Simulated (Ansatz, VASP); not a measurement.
This is a calculation of Ge for VASP 6.6.1.

Contents of POSCAR:

```
Ge
1.0
   -2.6249827287      2.6249827287      1.4248198492
    2.6249827287     -2.6249827287      1.4248198492
    2.6249827287      2.6249827287     -1.4248198492
Ge
2
Direct
    0.5000000000      0.5000000000      0.0000000000
    0.2500000000      0.7500000000      0.5000000000
```

The input INCAR.step1:

```
PREC = Accurate ; ENCUT = 520
ISMEAR = -1 ; SIGMA = 0.05
LREAL = False ; LASPH = True
NELM = 60 ; NBANDS = 21
GGA = PE ; ALGO = Normal
EDIFF = 1E-4 ; LWAVE = True
LCHARG = False
```

The input INCAR.step2:

```
PREC = Accurate ; ENCUT = 520
EDIFF = 1E-7 ; ISMEAR = -1
SIGMA = 0.05 ; LREAL = False
LASPH = True ; NELM = 60
ALGO = Normal ; ISIF = 2
LWAVE = False ; LCHARG = False
METAGGA = R2SCAN ; LMIXTAU = True
NBANDS = 21 ; ISTART = 1
```

KPOINTS

```
Automatic mesh
0
Gamma
  11 11 11
```

Potentials or basis: VASP PAW PBE potentials, release 64 (Ge_d).

Command:

```sh
$ cat potpaw_PBE.64/Ge_d/POTCAR > POTCAR
$ cp INCAR.step1 INCAR
$ mpirun -np 1 vasp_std > vasp.out
$ cp INCAR.step2 INCAR
$ mpirun -np 1 vasp_std > vasp.out
```

Translate it to Ansatz 0.2.0. Potentials there: Ansatz PAW.

As run (the cutoff follows the program's own potentials):

input.yaml

```yaml
crystal:
  lattice:
    - [-2.6249827287, 2.6249827287, 1.4248198492]
    - [2.6249827287, -2.6249827287, 1.4248198492]
    - [2.6249827287, 2.6249827287, -1.4248198492]
  atoms:
    - { symbol: Ge, position: [0.5, 0.5, 0.0] }
    - { symbol: Ge, position: [0.25, 0.75, 0.5] }
hamiltonian:
  xc: r2scan
  pseudopotentials: { kind: paw }
kpoints:
  mp_grid: { grid: [11, 11, 11] }
scf:
  occupations: { method: fermi_dirac, width: 0.05 }
output:
  forces: true
  stress: true
  eigenvalues: true
```

Potentials or basis: Ansatz PAW.

The run is started by

```bash
$ ansatz run input.yaml --threads 2 --pin off --max-ram 5632MiB --backend cpu --events-out ev --progress --plain --runs-dir out
```

Both were run:

|  | VASP | Ansatz | Ansatz less VASP |
| --- | --- | --- | --- |
| gap on the k mesh at the Fermi level (eV) | none | none | - |
| pressure (GPa) | -3.5 | -3.4 | +0.11 |
| traceless stress, the component that is largest in VASP (GPa) | 0.26 | 0.31 | +0.049 |

VASP's potentials were made for PBE, not for r2SCAN. A gap of «none» marks a metal or a gap that the smearing closes.
